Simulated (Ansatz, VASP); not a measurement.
Two plane-wave programs on P

```
CELL_PARAMETERS angstrom
4.62749 -0.02314 0.00000
-0.01646 3.29186 0.00000
0.00000 0.00000 27.81958
ATOMIC_POSITIONS crystal
P 0.09124 0.99814 0.37894
P 0.40876 0.50186 0.37894
P 0.59124 0.49814 0.30404
P 0.90876 0.00186 0.30404
```

Change from the starting cell: shear_xy strain -1.0%.

Alike in both runs: task single point; functional PBE; k mesh 6 × 8 × 1; occupations fermi-dirac, width 0.02 eV; no spin polarisation.

```csv
,VASP,Ansatz
version,VASP 6.6.1,Ansatz 0.2.0
potentials or method,"VASP PAW PBE potentials, release 64 (P)","plane waves, PAW"
plane-wave cutoff (eV),520,420
valence electrons in the cell,20,20
```

VASP gave:

```
gap on the k mesh at the Fermi level (eV) : 0.93
rms of the force components (eV/Å)        : 0.122
```

**Question.** Which values does Ansatz return?

**Answer.** gap on the k mesh at the Fermi level (eV): 0.91; rms of the force components (eV/Å): 0.149.

Atom by atom the forces differ by 0.029 eV/Å (rms over components). With one functional, cell and mesh, what is left measures potentials, basis and numerics.
